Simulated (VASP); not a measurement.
Set up this calculation in VASP 6.6.1, as the native input.

- Task: single point
- Functional: LDA
- Potentials or basis: VASP PAW LDA potentials, release 64 (Pt)
- Cutoff: 520 eV
- k mesh: 20 × 20 × 20
- Occupations: gaussian, width 0.15 eV
- Spin: no spin polarisation
- Dipole correction: no
- Further INCAR settings: ALGO = Fast; EDIFF = 1e-06; NBANDS = 11

The structure of Pt lies in POSCAR:

```
Pt
1.0
    0.0000000000      1.9468328700      1.8786937196
    2.0003707739      0.0000000000      1.8786937196
    2.0003707739      1.9468328700      0.0000000000
Pt
1
Direct
    0.0000000000      0.0000000000      0.0000000000
```

This cell differs from its parent crystal: normal strain along x +0.0275, normal strain along z -0.0350.

The input as run:

INCAR

```
SYSTEM = Pt
  PREC = Accurate
  ENCUT = 520
  EDIFF = 1E-6
  ISMEAR = 0
  SIGMA = 0.15
  LREAL = .False.
  LASPH = .True.
  NELM = 80
  ALGO = Fast
  ISIF = 2
  LWAVE = .False.
  LCHARG = .False.
  GGA = CA
  NBANDS = 11
```

KPOINTS

```
regular mesh
0
Gamma
  20 20 20
  0 0 0
```

Potentials or basis: VASP PAW LDA potentials, release 64 (Pt).

Command:

```bash
$ cat potpaw_LDA.64/Pt/POTCAR > POTCAR
$ mpirun -np 1 vasp_std > vasp.out
```

Results of the run:

| Property | Result |
| --- | --- |
| Pressure | 4.0 GPa |
| Band gap on the k mesh | zero (band 5 reaches 12.57 eV, above the bottom of band 6 at 9.95 eV) |

Caveat: the cell differs from its parent crystal (normal strain along x +0.0275, normal strain along z -0.0350); spin-orbit coupling is left out, which moves the levels of the heavy elements.

Wall time 67 s on 1 thread of Intel(R) Xeon(R) 6975P-C (Granite Rapids), with other jobs on the host, peak memory 0.28 GiB.
